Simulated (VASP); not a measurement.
# AlN (Cm) in VASP: a series of runs, part 2 of 3

VASP 6.6.1. The steps go on from the part before.

## 3. Single point, PBE (atom 1 (Al) moved by (-0.450, +0.225) A along [1 1 0] and z)

Contents of INCAR:

```
SYSTEM = AlN
PREC = Accurate ; ENCUT = 520
EDIFF = 1E-7 ; ISMEAR = 0
SIGMA = 0.05 ; LREAL = .False.
LASPH = .True. ; NELM = 60
ALGO = Normal ; ISIF = 2
LWAVE = .False. ; LCHARG = .False.
GGA = PE ; NBANDS = 11
```

Contents of KPOINTS:

```
regular mesh
0
Gamma
  10 10 10
  0 0 0
```

Contents of POSCAR:

```
AlN
1.0
    0.0000000000      2.1839935596      2.1839935596
    2.1839935596      0.0000000000      2.1839935596
    2.1839935596      2.1839935596      0.0000000000
Al N
1 1
Direct
    0.0515111409      0.0515111409     -0.1972066491
    0.7500000000      0.7500000000      0.7500000000
```

Potentials or basis: VASP PAW PBE potentials, release 64 (Al, N).

On the command line:

```bash
cat potpaw_PBE.64/Al/POTCAR potpaw_PBE.64/N/POTCAR > POTCAR
mpirun -np 1 vasp_std > vasp.out
```

OUTCAR:

```text
SYSTEM = AlN
   PREC = Accurate
   ENCUT = 520
   EDIFF = 1E-7
   ISMEAR = 0
   LREAL = .False.
   LASPH = .True.
   NELM = 60
   ISIF = 2
   GGA = PE

 ion  position               nearest neighbor table
   1  0.052  0.052  0.803-   2 1.71   2 1.83   2 1.83   2 2.39
   2  0.750  0.750  0.750-   1 1.71   1 1.83   1 1.83   1 2.39

  LATTYP: Found a face centered cubic cell.
 ALAT       =     4.3679871192

  Lattice vectors:

 A1 = (   0.0000000000,   2.1839935596,   2.1839935596)
 A2 = (   2.1839935596,   0.0000000000,   2.1839935596)
 A3 = (   2.1839935596,   2.1839935596,   0.0000000000)

Analysis of symmetry for initial positions (statically):
=====================================================================
 Subroutine PRICEL returns:
 Original cell was already a primitive cell.

 Routine SETGRP: Setting up the symmetry group for a
 face centered cubic supercell.

 Subroutine GETGRP returns: Found  2 space group operations
 (whereof  2 operations were pure point group operations)
 out of a pool of 48 trial point group operations.

The static configuration has the point symmetry C_1h.

Analysis of symmetry for dynamics (positions and initial velocities):
=====================================================================
 Subroutine PRICEL returns:
 Original cell was already a primitive cell.

 Routine SETGRP: Setting up the symmetry group for a
 face centered cubic supercell.

 Subroutine GETGRP returns: Found  2 space group operations
 (whereof  2 operations were pure point group operations)
 out of a pool of 48 trial point group operations.

The dynamic configuration has the point symmetry C_1h.

 Subroutine INISYM returns: Found  2 space group operations
 (whereof  2 operations are pure point group operations),
 and found     1 'primitive' translations

----------------------------------------------------------------------------------------

                                     Primitive cell

  volume of cell :      20.8345

  direct lattice vectors                    reciprocal lattice vectors
     0.000000000  2.183993560  2.183993560    -0.228938404  0.228938404  0.228938404
     2.183993560  0.000000000  2.183993560     0.228938404 -0.228938404  0.228938404
     2.183993560  2.183993560  0.000000000     0.228938404  0.228938404 -0.228938404

  length of vectors
     3.088633312  3.088633312  3.088633312     0.396532948  0.396532948  0.396532948

  position of ions in fractional coordinates (direct lattice)
     0.051511141  0.051511141  0.802793351
     0.750000000  0.750000000  0.750000000

  ion indices of the primitive-cell ions
   primitive index   ion index
                 1           1
                 2           2

----------------------------------------------------------------------------------------

 KPOINTS: regular mesh

Automatic generation of k-mesh.
 Grid dimensions read from file:
 generate k-points for:   10   10   10

 Generating k-lattice:

  Cartesian coordinates                     Fractional coordinates (reciprocal lattice)
    -0.022893840  0.022893840  0.022893840     0.100000000  0.000000000  0.000000000
     0.022893840 -0.022893840  0.022893840     0.000000000  0.100000000  0.000000000
     0.022893840  0.022893840 -0.022893840     0.000000000  0.000000000  0.100000000

  Length of vectors
     0.039653295  0.039653295  0.039653295

  Shift w.r.t. Gamma in fractional coordinates (k-lattice)
     0.000000000  0.000000000  0.000000000

 Subroutine IBZKPT returns following result:
 ===========================================

 Found    282 irreducible k-points:

 Following reciprocal coordinates:
            Coordinates               Weight
  0.000000  0.000000  0.000000      1.000000
  0.100000  0.000000  0.000000      4.000000
  0.000000  0.000000  0.100000      2.000000
  0.100000  0.100000  0.100000      2.000000
  0.200000  0.000000  0.000000      4.000000
  0.000000  0.000000  0.200000      2.000000
[... 16 lines left out ...]
  0.200000  0.100000  0.200000      4.000000
  0.100000 -0.100000 -0.100000      4.000000
 [... further k-points ...]
   k-points           NKPTS =    282   k-points in BZ     NKDIM =    282   number of bands    NBANDS=     11
   number of dos      NEDOS =    301   number of ions     NIONS =      2
   total plane-waves  NPLWV =  13824
   dimension x,y,z NGX =    24 NGY =   24 NGZ =   24
   dimension x,y,z NGXF=    48 NGYF=   48 NGZF=   48
   ions per type =               1   1
   NGX,Y,Z   is equivalent  to a cutoff of  12.92, 12.92, 12.92 a.u.
   NGXF,Y,Z  is equivalent  to a cutoff of  25.84, 25.84, 25.84 a.u.
 SYSTEM =  AlN
   PREC   = accura    normal or accurate (medium, high low for compatibility)
   ISTART =      0    job   : 0-new  1-cont  2-samecut
   ICHARG =      2    charge: 1-file 2-atom 10-const
   ISPIN  =      1    spin polarized calculation?
   LNONCOLLINEAR =      F non collinear calculations
   LSORBIT =      F    spin-orbit coupling
   LASPH  =      T    aspherical Exc in radial PAW
   ENCUT  =  520.0 eV  38.22 Ry    6.18 a.u.   5.74  5.74  5.74*2*pi/ulx,y,z
   NELM   =     60;   NELMIN=  2; NELMDL= -5     # of ELM steps
   EDIFF  = 0.1E-06   stopping-criterion for ELM
   LREAL  =      F    real-space projection
   EDIFFG = 0.1E-05   stopping-criterion for IOM
   NSW    =      0    number of steps for IOM
   IBRION =     -1    ionic relax: 0-MD 1-quasi-New 2-CG
   NFREE  =      0    steps in history (QN), initial steepest desc. (CG)
   ISIF   =      2    stress and relaxation
   ISYM   =      2    0-nonsym 1-usesym 2-fastsym
   POTIM  = 0.5000    time-step for ionic-motion
   TEBEG  =    0.0;   TEEND  =   0.0 temperature during run
   PSTRESS=    0.0 pullay stress
   NELECT =       8.0000    total number of electrons
   NUPDOWN=      -1.0000    fix difference up-down
   EMIN   =  10.00;   EMAX   =-10.00  energy-range for DOS
   EFERMI =   0.00;   METHOD = LEGACY
   ISMEAR =     0;   SIGMA  =   0.05  broadening in eV -4-tet -1-fermi 0-gaus
   EFERMI_NEDOS =   21; number of points for ismear=-14 and -15
   IALGO  =     38    algorithm
   IMIX   =      4    mixing-type and parameters
     AMIX     =   0.40;   BMIX     =  1.00
     AMIX_MAG =   1.60;   BMIX_MAG =  1.00
  volume/ion in A,a.u.               =      10.42        70.30
  Fermi-wavevector in a.u.,A,eV,Ry     =   1.189899  2.248583 19.263943  1.415860
  Thomas-Fermi vector in A             =   2.325996
   LORBIT       =      0    0 simple, 1 ext, 2 COOP (PROOUT), +10 PAW based schemes
   GGA     = PE    functional components
   LHFCALC =     F    Hartree Fock is set to
   AEXX    =    0.0000 exact exchange contribution
   IVDW    =     0    specifies the selected vdW correction
   LEPSILON=     F    determine dielectric tensor
   LRPA    =     F    only Hartree local field effects (RPA)
 non-spin polarized calculation
 Gauss-broadening in eV      SIGMA  =   0.05
  energy-cutoff  :      520.00
  volume of cell :       20.83
 maximum number of plane-waves:       571
   NGX = 11   NGY = 11   NGZ = 11

 number of electron       8.0000000 magnetization

 Free energy of the ion-electron system (eV)
  ---------------------------------------------------
  ext. energy  EPLUGINS =         0.00000000
  ---------------------------------------------------
  free energy    TOTEN  =       -13.97712476 eV

  energy without entropy =      -13.97712476  energy(sigma->0) =      -13.97712476

 E-fermi :   7.4910     XC(G=0): -10.9353

 val. band max:        7.1953787695   @ k =   0.0000   0.0000   0.0000
 cond. band min:       9.2045288552   @ k =   0.5000   0.5000   0.0000
 fundamental gap:      2.0091500857
 Fermi energy:         7.4910010432

 k-point     1 :       0.0000    0.0000    0.0000
  band No.  band energies     occupation
      1      -9.0223      2.00000
      2       5.2088      2.00000
      3       5.5425      2.00000
      4       7.1954      2.00000
      5       9.6621      0.00000
      6      18.4855      0.00000
      7      18.5511      0.00000
      8      19.1055      0.00000
      9      23.1424      0.00000
     10      23.2224      0.00000
     11      23.2372      0.00000
[... 309 lines left out ...]
 k-point    24 :       0.1000   -0.1000   -0.1000
  band No.  band energies     occupation
      1      -8.5031      2.00000
      2       3.7911      2.00000
      3       4.9642      2.00000
      4       6.4616      2.00000
      5      11.5200      0.00000
      6      16.5164      0.00000
      7      18.2949      0.00000
      8      19.6090      0.00000
      9      20.5134      0.00000
     10      23.5296      0.00000
     11      24.9975      0.00000

 [... further k-points ...]
[... 5 lines left out ...]
  --------------------------------------------------------------------------------------
  -------------------------------------------------------------------------------------
  Total        1.7729840      1.7729840      3.4629026      0.2584309      1.4798368      1.4798367
  in kB      136.3425287    136.3425287    266.2973231     19.8733441    113.7994961    113.7994936
  external PRESSURE =     179.6607935 kB  Pullay stress =       0.0000000 kB

 VOLUME and BASIS-vectors are now :
 -----------------------------------------------------------------------------
  energy-cutoff  :      520.00
  volume of cell :       20.83
      direct lattice vectors                 reciprocal lattice vectors
     0.000000000  2.183993560  2.183993560    -0.228938404  0.228938404  0.228938404
     2.183993560  0.000000000  2.183993560     0.228938404 -0.228938404  0.228938404
     2.183993560  2.183993560  0.000000000     0.228938404  0.228938404 -0.228938404

 POSITION                                       TOTAL-FORCE (eV/Angst)
 -----------------------------------------------------------------------------------
      1.86580      1.86580      0.22500         1.952282      1.952282      0.980430
      3.27599      3.27599      3.27599        -1.952282     -1.952282     -0.980430
 -----------------------------------------------------------------------------------
    total drift:                               -0.000033     -0.000033     -0.000001

  FREE ENERGIE OF THE ION-ELECTRON SYSTEM (eV)
  ---------------------------------------------------
  free  energy   TOTEN  =       -13.9771247643 eV

  energy  without entropy=      -13.9771247643  energy(sigma->0) =      -13.97712476
```

Run time: 26 s. Hardware: 1 thread of Intel Xeon 6975P-C (Granite Rapids), shared host; peak memory 0.18 GiB.

What came out:

- Free energy: -13.9771 eV
- Pressure: 18.0 GPa
- Largest force: 2.930 eV/Å
- Band gap on the k mesh: 2.01 eV, indirect (least direct gap 2.47 eV)

Forces in eV/Å, atoms in the order of the input:
```
Al   1.952  1.952  0.980
N   -1.952 -1.952 -0.980
```

Stress tensor (GPa, compression positive):
```
13.63  1.99 11.38
 1.99 13.63 11.38
11.38 11.38 26.63
```

Caveat: the cell differs from its parent crystal (atom 1 (Al) moved by (-0.450, +0.225) A along [1 1 0] and z); forces of over 1 eV/Å act on the atoms, so gaps and moduli don't describe the material at rest. A k mesh can miss the band edges.

(Continued in part 3 of 3.)
